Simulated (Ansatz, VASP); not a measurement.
**Two plane-wave programs on BeS**

```xyz
2
Lattice="0.0000 2.4343 2.4343 2.4343 0.0000 2.4343 2.4343 2.4343 0.0000" Properties=species:S:1:pos:R:3 pbc="T T T"
Be    0.0000    0.0000    0.0000
S     1.2172    1.2172    1.2172
```

Alike in both runs: task single point; functional PBE0; k mesh 6 × 6 × 6; no spin polarisation.

|  | VASP | Ansatz |
| --- | --- | --- |
| version | VASP 6.6.1 | Ansatz 0.2.0 |
| potentials or method | VASP PAW PBE potentials, release 64 (Be, S) | plane waves, PAW |
| plane-wave cutoff (eV) | 520 | 420 |
| occupations | gaussian, width 0.01 eV | fixed |
| valence electrons in the cell | 8 | 8 |

|  | VASP | Ansatz | Ansatz less VASP |
| --- | --- | --- | --- |
| gap on the k mesh at the Fermi level (eV) | 4.80 | 4.80 | -0.006 |
| pressure (GPa) | -1.1 | -0.9 | +0.14 |

Ansatz's warnings: stress exchange threshold loose, stress scf threshold loose.
